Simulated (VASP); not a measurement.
# SrTe (Immm) in VASP: a series of runs

The runs below take SrTe through single point, with PBE, r2SCAN.

Everything below comes from runs of VASP 6.6.1. Logs are shortened: lines on timing, memory, paths and dates and some standing lists are left out, and cuts for length are marked.

**1. The cell of the first run**

It takes space group Immm (No. 71, orthorhombic). Conventional cell: a = 4.706 Å, b = 4.777 Å, c = 6.706 Å, α = 90.00°, β = 90.00°, γ = 90.00°. Sr (site symmetry mmm) has 6 Te at 3.35 Å within 4.4 Å. Within 4.4 Å of Te (site symmetry mmm) lie 6 Sr at 3.35 Å.

**2. Single point, PBE (shear xy strain +1.5%)**

File INCAR:

```
  PREC = Accurate
  ENCUT = 500
  EDIFF = 1E-6
  ISMEAR = -1
  SIGMA = 0.02
  LREAL = False
  LASPH = True
  NELM = 120
  ALGO = Normal
  ISIF = 2
  LWAVE = False
  LCHARG = False
  GGA = PE
  NBANDS = 15
  GGA_COMPAT = False
```

File KPOINTS:

```
Automatic mesh
0
Gamma
  6 6 6
```

File POSCAR:

```
SrTe
1.0
    0.0251456865      3.3527582055      3.3527582055
    3.3527582055      0.0251456865      3.3527582055
    3.3779038920      3.3779038920      0.0000000000
Sr Te
1 1
Direct
    0.0000000000      0.0000000000      0.0000000000
    0.5000000000      0.5000000000      0.5000000000
```

Potentials or basis: VASP PAW PBE potentials, release 64 (Sr_sv, Te).

Launch:

```bash
cat potpaw_PBE.64/Sr_sv/POTCAR potpaw_PBE.64/Te/POTCAR > POTCAR
mpirun -np 1 vasp_std > vasp.out
```

OUTCAR:

```text
PREC = Accurate
   ENCUT = 500
   EDIFF = 1E-6
   ISMEAR = -1
   LREAL = False
   LASPH = True
   NELM = 120
   ISIF = 2
   GGA = PE

 ion  position               nearest neighbor table
   1  0.000  0.000  0.000-   2 3.35   2 3.35   2 3.35   2 3.35   2 3.35   2 3.35
   2  0.500  0.500  0.500-   1 3.35   1 3.35   1 3.35   1 3.35   1 3.35   1 3.35

  LATTYP: Found a body centered orthorhombic cell.
 ALAT       =     4.7059547547
 B/A-ratio  =     1.0151133501
 C/A-ratio  =     1.4249003147

  Lattice vectors:

 A1 = (   3.3527582055,   0.0251456865,  -3.3527582055)
 A2 = (  -3.3527582055,  -0.0251456865,  -3.3527582055)
 A3 = (   0.0251456865,   3.3527582055,   3.3527582055)

Analysis of symmetry for initial positions (statically):
=====================================================================
 Subroutine PRICEL returns:
 Original cell was already a primitive cell.

 Routine SETGRP: Setting up the symmetry group for a
 body centered orthorhombic supercell.

 Subroutine GETGRP returns: Found  8 space group operations
 (whereof  8 operations were pure point group operations)
 out of a pool of  8 trial point group operations.

The static configuration has the point symmetry D_2h.

Analysis of symmetry for dynamics (positions and initial velocities):
=====================================================================
 Subroutine PRICEL returns:
 Original cell was already a primitive cell.

 Routine SETGRP: Setting up the symmetry group for a
 body centered orthorhombic supercell.

 Subroutine GETGRP returns: Found  8 space group operations
 (whereof  8 operations were pure point group operations)
 out of a pool of  8 trial point group operations.

The dynamic configuration has the point symmetry D_2h.

 Subroutine INISYM returns: Found  8 space group operations
 (whereof  8 operations are pure point group operations),
 and found     1 'primitive' translations

----------------------------------------------------------------------------------------

                                     Primitive cell

  volume of cell :      75.3724

  direct lattice vectors                    reciprocal lattice vectors
     0.025145687  3.352758205  3.352758205    -0.150257879  0.150257879  0.149130945
     3.352758205  0.025145687  3.352758205     0.150257879 -0.150257879  0.149130945
     3.377903892  3.377903892  0.000000000     0.148020789  0.148020789 -0.149130945

  length of vectors
     4.741582803  4.741582803  4.777077496     0.259605276  0.259605276  0.257022075

  position of ions in fractional coordinates (direct lattice)
     0.000000000  0.000000000  0.000000000
     0.500000000  0.500000000  0.500000000

  ion indices of the primitive-cell ions
   primitive index   ion index
                 1           1
                 2           2

----------------------------------------------------------------------------------------

 KPOINTS: Automatic mesh

Automatic generation of k-mesh.
 Grid dimensions read from file:
 generate k-points for:    6    6    6

 Generating k-lattice:

  Cartesian coordinates                     Fractional coordinates (reciprocal lattice)
    -0.025042980  0.025042980  0.024855158     0.166666667  0.000000000  0.000000000
     0.025042980 -0.025042980  0.024855158     0.000000000  0.166666667  0.000000000
     0.024670132  0.024670132 -0.024855158     0.000000000  0.000000000  0.166666667

  Length of vectors
     0.043267546  0.043267546  0.042837012

  Shift w.r.t. Gamma in fractional coordinates (k-lattice)
     0.000000000  0.000000000  0.000000000

 Subroutine IBZKPT returns following result:
 ===========================================

 Found     46 irreducible k-points:

 Following reciprocal coordinates:
            Coordinates               Weight
  0.000000  0.000000  0.000000      1.000000
  0.166667  0.000000  0.000000      4.000000
  0.333333  0.000000  0.000000      4.000000
  0.500000  0.000000  0.000000      2.000000
  0.166667  0.166667  0.000000      2.000000
  0.333333  0.166667  0.000000      4.000000
[... 16 lines left out ...]
 -0.166667  0.333333  0.166667      4.000000
  0.500000  0.500000  0.166667      4.000000
 [... further k-points ...]
   k-points           NKPTS =     46   k-points in BZ     NKDIM =     46   number of bands    NBANDS=     15
   number of dos      NEDOS =    301   number of ions     NIONS =      2
   total plane-waves  NPLWV =  46656
   dimension x,y,z NGX =    36 NGY =   36 NGZ =   36
   dimension x,y,z NGXF=    72 NGYF=   72 NGZF=   72
   ions per type =               1   1
   NGX,Y,Z   is equivalent  to a cutoff of  12.62, 12.62, 12.53 a.u.
   NGXF,Y,Z  is equivalent  to a cutoff of  25.24, 25.24, 25.06 a.u.
 SYSTEM =  unknown system
   PREC   = accura    normal or accurate (medium, high low for compatibility)
   ISTART =      0    job   : 0-new  1-cont  2-samecut
   ICHARG =      2    charge: 1-file 2-atom 10-const
   ISPIN  =      1    spin polarized calculation?
   LNONCOLLINEAR =      F non collinear calculations
   LSORBIT =      F    spin-orbit coupling
   LASPH  =      T    aspherical Exc in radial PAW
   ENCUT  =  500.0 eV  36.75 Ry    6.06 a.u.   8.64  8.64  8.71*2*pi/ulx,y,z
   NELM   =    120;   NELMIN=  2; NELMDL= -5     # of ELM steps
   EDIFF  = 0.1E-05   stopping-criterion for ELM
   LREAL  =      F    real-space projection
   EDIFFG = 0.1E-04   stopping-criterion for IOM
   NSW    =      0    number of steps for IOM
   IBRION =     -1    ionic relax: 0-MD 1-quasi-New 2-CG
   NFREE  =      0    steps in history (QN), initial steepest desc. (CG)
   ISIF   =      2    stress and relaxation
   ISYM   =      2    0-nonsym 1-usesym 2-fastsym
   POTIM  = 0.5000    time-step for ionic-motion
   TEBEG  =    0.0;   TEEND  =   0.0 temperature during run
   PSTRESS=    0.0 pullay stress
   NELECT =      16.0000    total number of electrons
   NUPDOWN=      -1.0000    fix difference up-down
   EMIN   =  10.00;   EMAX   =-10.00  energy-range for DOS
   EFERMI =   0.00;   METHOD = LEGACY
   ISMEAR =    -1;   SIGMA  =   0.02  broadening in eV -4-tet -1-fermi 0-gaus
   EFERMI_NEDOS =   21; number of points for ismear=-14 and -15
   IALGO  =     38    algorithm
   IMIX   =      4    mixing-type and parameters
     AMIX     =   0.40;   BMIX     =  1.00
     AMIX_MAG =   1.60;   BMIX_MAG =  1.00
  volume/ion in A,a.u.               =      37.69       254.32
  Fermi-wavevector in a.u.,A,eV,Ry     =   0.976587  1.845481 12.976166  0.953721
  Thomas-Fermi vector in A             =   2.107217
   LORBIT       =      0    0 simple, 1 ext, 2 COOP (PROOUT), +10 PAW based schemes
   GGA     = PE    functional components
   LHFCALC =     F    Hartree Fock is set to
   AEXX    =    0.0000 exact exchange contribution
   IVDW    =     0    specifies the selected vdW correction
   LEPSILON=     F    determine dielectric tensor
   LRPA    =     F    only Hartree local field effects (RPA)
 non-spin polarized calculation
  energy-cutoff  :      500.00
  volume of cell :       75.37
 maximum number of plane-waves:      1928
 NGX is ok and might be reduce to    36
   NGX = 17   NGY = 17   NGZ = 17

 number of electron      16.0000000 magnetization

 Free energy of the ion-electron system (eV)
  ---------------------------------------------------
  ext. energy  EPLUGINS =         0.00000000
  ---------------------------------------------------
  free energy    TOTEN  =        -8.26662204 eV

  energy without entropy =       -8.26662204  energy(sigma->0) =       -8.26662204

 E-fermi :   3.1786     XC(G=0):  -8.4363

 val. band max:        2.7467039832   @ k =   0.0000   0.0000   0.0000
 cond. band min:       4.4548069929   @ k =   0.5000   0.5000   0.0000
 fundamental gap:      1.7081030097
 Fermi energy:         3.1785629718

 k-point     1 :       0.0000    0.0000    0.0000
  band No.  band energies     occupation
      1     -32.0235      2.00000
      2     -14.0113      2.00000
      3     -14.0099      2.00000
      4     -14.0085      2.00000
      5      -7.2063      2.00000
      6       2.6765      2.00000
      7       2.7105      2.00000
      8       2.7467      2.00000
      9       5.4691      0.00000
     10       5.9445      0.00000
     11       6.0038      0.00000
     12       6.0532      0.00000
     13       6.6250      0.00000
     14       6.6256      0.00000
     15      10.2077      0.00000

 k-point     2 :       0.1667    0.0000    0.0000
  band No.  band energies     occupation
      1     -32.0225      2.00000
      2     -14.0408      2.00000
      3     -14.0120      2.00000
      4     -14.0098      2.00000
      5      -7.0659      2.00000
      6       1.7172      2.00000
      7       2.3230      2.00000
      8       2.3682      2.00000
      9       5.8332      0.00000
     10       6.2959      0.00000
     11       6.3617      0.00000
     12       6.9023      0.00000
     13       7.3150      0.00000
     14       7.3260      0.00000
     15      11.0383      0.00000

 k-point     3 :       0.3333    0.0000    0.0000
  band No.  band energies     occupation
      1     -32.0206      2.00000
      2     -14.0988      2.00000
      3     -14.0152      2.00000
      4     -14.0124      2.00000
      5      -6.7633      2.00000
      6       0.4532      2.00000
      7       1.8035      2.00000
      8       1.8482      2.00000
      9       6.0973      0.00000
     10       7.1613      0.00000
     11       7.2248      0.00000
     12       8.3177      0.00000
     13       8.8025      0.00000
     14       8.8265      0.00000
     15      10.6979      0.00000
[... 343 lines left out ...]
 k-point    23 :      -0.1667    0.3333    0.1667
  band No.  band energies     occupation
      1     -32.0193      2.00000
      2     -14.0894      2.00000
      3     -14.0439      2.00000
      4     -14.0234      2.00000
      5      -6.7148      2.00000
      6       0.5716      2.00000
      7       1.6296      2.00000
      8       1.6570      2.00000
      9       5.8055      0.00000
     10       7.2322      0.00000
     11       7.8860      0.00000
     12       8.1970      0.00000
     13       8.3667      0.00000
     14       9.1649      0.00000
     15      10.5871      0.00000

 k-point    24 :       0.5000    0.5000    0.1667
  band No.  band energies     occupation
      1     -32.0187      2.00000
      2     -14.0845      2.00000
      3     -14.0467      2.00000
      4     -14.0360      2.00000
      5      -6.7338      2.00000
      6       0.7271      2.00000
      7       1.4921      2.00000
      8       1.9385      2.00000
      9       5.0748      0.00000
     10       7.3109      0.00000
     11       7.8586      0.00000
     12       8.3683      0.00000
     13       8.5705      0.00000
     14       8.7257      0.00000
     15      10.8293      0.00000

 [... further k-points ...]
[... 5 lines left out ...]
  --------------------------------------------------------------------------------------
  -------------------------------------------------------------------------------------
  Total        0.1327993      0.1327993      0.1309267     -0.1040012      0.0000000      0.0000000
  in kB        2.8228917      2.8228917      2.7830862     -2.2107352      0.0000000      0.0000000
  external PRESSURE =       2.8096232 kB  Pullay stress =       0.0000000 kB

 VOLUME and BASIS-vectors are now :
 -----------------------------------------------------------------------------
  energy-cutoff  :      500.00
  volume of cell :       75.37
      direct lattice vectors                 reciprocal lattice vectors
     0.025145687  3.352758205  3.352758205    -0.150257879  0.150257879  0.149130945
     3.352758205  0.025145687  3.352758205     0.150257879 -0.150257879  0.149130945
     3.377903892  3.377903892  0.000000000     0.148020789  0.148020789 -0.149130945

 POSITION                                       TOTAL-FORCE (eV/Angst)
 -----------------------------------------------------------------------------------
      0.00000      0.00000      0.00000        -0.000000     -0.000000      0.000000
      3.37790      3.37790      3.35276         0.000000      0.000000     -0.000000
 -----------------------------------------------------------------------------------
    total drift:                                0.000000      0.000000      0.000000

  FREE ENERGIE OF THE ION-ELECTRON SYSTEM (eV)
  ---------------------------------------------------
  free  energy   TOTEN  =        -8.2666220423 eV

  energy  without entropy=       -8.2666220423  energy(sigma->0) =       -8.26662204
```

Run time: 64 s. Hardware: 1 thread of AMD EPYC 7R13, shared host; peak memory 0.2 GiB.

What came out:

- Free energy: -8.2666 eV
- Pressure: 0.3 GPa
- Band gap on the k mesh: 1.71 eV, indirect (least direct gap 2.42 eV)

Levels at points of the mesh, in eV from the valence-band top:
```
           k point  band 4  band 5  band 6  band 7  band 8  band 9  band 10  band 11  band 12  band 13
(0.00, 0.00, 0.00)  -16.76   -9.95   -0.07   -0.04    0.00    2.72     3.20     3.26     3.31     3.88
(0.50, 0.00, 0.00)  -16.76   -9.34   -2.80   -1.15   -1.11    3.80     5.08     5.25     5.34     6.53
(0.50, 0.50, 0.00)  -16.79   -9.52   -1.98   -0.81   -0.72    1.71     3.80     4.76     5.98     6.05
(0.00, 0.00, 0.50)  -16.76   -9.36   -2.82   -1.11   -1.06    3.84     5.06     5.23     5.29     6.59
(0.50, 0.00, 0.50)  -16.79   -9.52   -1.98   -0.76   -0.76    1.71     3.80     4.76     5.98     6.06
```

Caveat: the cell differs from its parent crystal (shear xy strain +1.5%); spin-orbit coupling is left out, which moves the levels of the heavy elements.

**3. Single point, r2SCAN (shear xy strain +1.5%)**

POSCAR is that of step 2.

File INCAR.step1:

```
ALGO = Normal
EDIFF = 1E-5
ENCUT = 550
GGA = PE
GGA_COMPAT = F
ISMEAR = 0
LASPH = T
LCHARG = F
LREAL = F
LWAVE = T
NBANDS = 15
NELM = 120
PREC = Accurate
SIGMA = 0.01
```

File INCAR.step2:

```
ALGO = Normal
EDIFF = 1E-6
ENCUT = 550
GGA_COMPAT = F
ISIF = 2
ISMEAR = 0
ISTART = 1
LASPH = T
LCHARG = F
LMIXTAU = T
LREAL = F
LWAVE = F
METAGGA = R2SCAN
NBANDS = 15
NELM = 120
PREC = Accurate
SIGMA = 0.01
```

File KPOINTS:

```
k-points
0
Gamma
  6 6 6
```

Potentials or basis: VASP PAW PBE potentials, release 64 (Sr_sv, Te).

Launch:

```bash
cat potpaw_PBE.64/Sr_sv/POTCAR potpaw_PBE.64/Te/POTCAR > POTCAR
cp INCAR.step1 INCAR
mpirun -np 1 vasp_std > vasp.out
cp INCAR.step2 INCAR
mpirun -np 1 vasp_std > vasp.out
```

It took 5.1 min on 1 thread of AMD EPYC 7R13, shared host; peak memory 0.23 GiB.

Results (log left out):

- Free energy: -44.5961 eV
- Pressure: 0.1 GPa
- Band gap on the k mesh: 2.10 eV, indirect (least direct gap 2.84 eV)

Stress tensor (GPa, compression positive):
```
 0.10 -0.24  0.00
-0.24  0.10  0.00
 0.00  0.00  0.10
```

Levels at points of the mesh, in eV from the valence-band top:
```tsv
k point	band 6	band 7	band 8	band 9	band 10	band 11
(0.00, 0.00, 0.00)	-0.07	-0.04	0.00	3.47	3.65	3.72
(0.50, 0.00, 0.00)	-2.79	-1.15	-1.10	4.30	5.66	5.82
(0.50, 0.50, 0.00)	-2.02	-0.83	-0.73	2.10	4.49	5.29
(0.00, 0.00, 0.50)	-2.81	-1.10	-1.05	4.35	5.63	5.80
(0.50, 0.00, 0.50)	-2.02	-0.78	-0.78	2.11	4.49	5.29
```

Caveat: the cell differs from its parent crystal (shear xy strain +1.5%); the PAW data sets were made with another functional, which shifts forces and pressure a little; spin-orbit coupling is left out, which moves the levels of the heavy elements. A k mesh can miss the band edges.
